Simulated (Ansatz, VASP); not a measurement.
## Two plane-wave programs on Cr

Contents of INCAR:

```
  PREC = Accurate
  ENCUT = 520
  EDIFF = 1E-6
  ISMEAR = 0
  SIGMA = 0.15
  LREAL = False
  LASPH = True
  NELM = 80
  ALGO = Fast
  ISIF = 2
  LWAVE = False
  LCHARG = False
  GGA = PE
  NBANDS = 12
```

Contents of KPOINTS:

```
regular mesh
0
Gamma
  26 26 26
```

POSCAR

```
Cr
1.0
   -1.5664576830      1.5664576830      1.2218369927
    1.5664576830     -1.5664576830      1.2218369927
    1.5664576830      1.5664576830     -1.2218369927
Cr
1
Direct
    0.0000000000      0.0000000000      0.0000000000
```

Input for Ansatz:

```yaml
crystal:
  lattice:
    - [-1.566457683, 1.566457683, 1.2218369927]
    - [1.566457683, -1.566457683, 1.2218369927]
    - [1.566457683, 1.566457683, -1.2218369927]
  atoms:
    - { symbol: Cr, position: [0.0, 0.0, 0.0] }
basis:
  ecutwfc: 420
kpoints:
  mp_grid: { grid: [26, 26, 26] }
hamiltonian:
  xc: pbe
scf:
  occupations: { method: gaussian, width: 0.15 }
output:
  forces: true
  stress: true
  eigenvalues: true
```

Alike in both runs: task single point; functional PBE; k mesh 26 × 26 × 26; occupations gaussian, width 0.15 eV; no spin polarisation.

|  | VASP | Ansatz |
| --- | --- | --- |
| version | VASP 6.6.1 | Ansatz 0.2.0 |
| potentials or method | VASP PAW PBE potentials, release 64 (Cr_pv), cutoff 520 eV | scalar-relativistic, plane waves, PAW |
| valence electrons in the cell | 12 | 14 |

|  | VASP | Ansatz | Ansatz less VASP |
| --- | --- | --- | --- |
| gap on the k mesh at the Fermi level (eV) | none | none | - |
| pressure (GPa) | -1.9 | -1.5 | +0.46 |
| traceless stress, the component that is largest in VASP (GPa) | 19.57 | 19.84 | +0.276 |

A gap of «none» marks a metal or a gap that the smearing closes. VASP's potentials hold 12 valence electrons a cell and Ansatz's 14, so a difference there can come from the potentials and not from the codes.
